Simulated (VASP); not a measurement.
The system is HfO2.

```
CELL_PARAMETERS angstrom
0.00000 2.59545 2.50759
2.59545 0.00000 2.50759
2.59545 2.59545 0.00000
ATOMIC_POSITIONS crystal
Hf 0.00000 0.00000 0.00000
O 0.25000 0.25000 0.25000
O 0.75000 0.75000 0.75000
```

This cell differs from its parent crystal: epitaxial xy strain +2.6%.

Base run:

```yaml
Program: VASP 6.6.1
Functional: r2SCAN
Potentials_or_basis: VASP PAW PBE potentials, release 64 (Hf_pv, O)
Cutoff: 520 eV
k_mesh: 8 × 8 × 8
Occupations: gaussian, width 0.01 eV
Spin: no spin polarisation
```

Its results: band gap on the k mesh 3.87 eV, indirect (least direct gap 3.90 eV); pressure -14.2 GPa.

The run is repeated on the same cell with these changes: functional from r2SCAN to PBE; occupations from gaussian, width 0.01 eV to fermi-dirac, width 0.02 eV. What comes out?

Band gap on the k mesh 3.36 eV, indirect (least direct gap 3.43 eV); pressure -8.1 GPa.

Caveats: spin-orbit coupling is left out, which moves the levels of the heavy elements; the PAW data sets were made with another functional, which shifts forces and pressure a little (some runs).

A k mesh can miss the band edges.
